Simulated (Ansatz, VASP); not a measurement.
## One calculation of TiAl, two programs

```
Ti Al
1.0
     3.20744    0.00000    0.00000
     0.00000    3.20744    0.00000
     0.00000    0.00000    3.20744
Ti Al
1 1
Direct
  0.50000 0.50000 0.50000
  0.00000 0.00000 0.00000
```

Alike in both runs: task single point; functional PBEsol; k mesh 7 × 7 × 7; occupations fermi-dirac, width 0.15 eV; no spin polarisation.

|  | VASP | Ansatz |
| --- | --- | --- |
| version | VASP 6.6.1 | Ansatz 0.2.0 |
| potentials or method | VASP PAW PBE potentials, release 64 (Ti_sv, Al) | plane waves, PAW |
| plane-wave cutoff (eV) | 500 | 420 |
| valence electrons in the cell | 15 | 15 |

```csv
,VASP,Ansatz,Ansatz less VASP
pressure (GPa),-4.7,-4.7,+0.03
```

VASP's potentials were made for PBE, not for PBEsol.
